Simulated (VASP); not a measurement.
WS2, 6 atoms in the cell. The structure is hexagonal, space group P6_3/mmc (No. 194). Conventional cell: a = 3.127 Å, b = 3.127 Å, c = 12.152 Å, α = 90.00°, β = 90.00°, γ = 120.00°. W (site symmetry -6m2) has 6 S at 2.56 Å and 6 W at 3.13 Å within 3.4 Å. S (site symmetry 3m) has 3 W at 2.56 Å and 9 S at 3.04 to 3.13 Å within 3.4 Å.  This cell differs from its parent crystal: atoms shifted along a free coordinate.

```yaml
Program: VASP 6.6.1
Task: single point
Functional: LDA
Potentials_or_basis: VASP PAW LDA potentials, release 64 (W_sv, S)
Cutoff: 520 eV
k_mesh: 12 × 12 × 4
Occupations: gaussian, width 0.05 eV
Spin: no spin polarisation
Dipole_correction: no
Further_INCAR_settings: ALGO = Normal; EDIFF = 1e-07; NBANDS = 35
```

Potentials or basis: VASP PAW LDA potentials, release 64 (W_sv, S).

Launch:

```console
$ cat potpaw_LDA.64/W_sv/POTCAR potpaw_LDA.64/S/POTCAR > POTCAR
$ mpirun -np 1 vasp_std > vasp.out
```

Hardware: 1 thread of Intel(R) Xeon(R) 6975P-C (Granite Rapids), on a shared host.

Problem. Estimate the wall time of this run.

Solution. Wall time 3.2 min on 1 thread of Intel(R) Xeon(R) 6975P-C (Granite Rapids), on a shared host, peak memory 0.29 GiB. Counts: scf iterations 17, k points 57.
